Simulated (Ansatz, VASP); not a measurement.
## One calculation of Pb, two programs

```
Pb
1.0
    -1.97966    1.97966    1.97966
     1.97966   -1.97966    1.97966
     1.97966    1.97966   -1.97966
Pb
1
Direct
  0.00000 0.00000 0.00000
```

Alike in both runs: task single point; functional PBE; k mesh 9 × 9 × 9; occupations gaussian, width 0.022 eV; no spin polarisation.

|  | VASP | Ansatz |
| --- | --- | --- |
| version | VASP 6.6.1 | Ansatz 0.2.0 |
| potentials or method | VASP PAW PBE potentials, release 64 (Pb_d) | Ansatz PAW |
| plane-wave cutoff (eV) | 520 | 420 |
| valence electrons in the cell | 14 | 14 |

|  | VASP | Ansatz | Ansatz less VASP |
| --- | --- | --- | --- |
| gap on the k mesh at the Fermi level (eV) | none | none | - |
| pressure (GPa) | 0.7 | 0.7 | +0.01 |

A gap of «none» marks a metal or a gap that the smearing closes.

Neither program's run includes spin-orbit coupling.
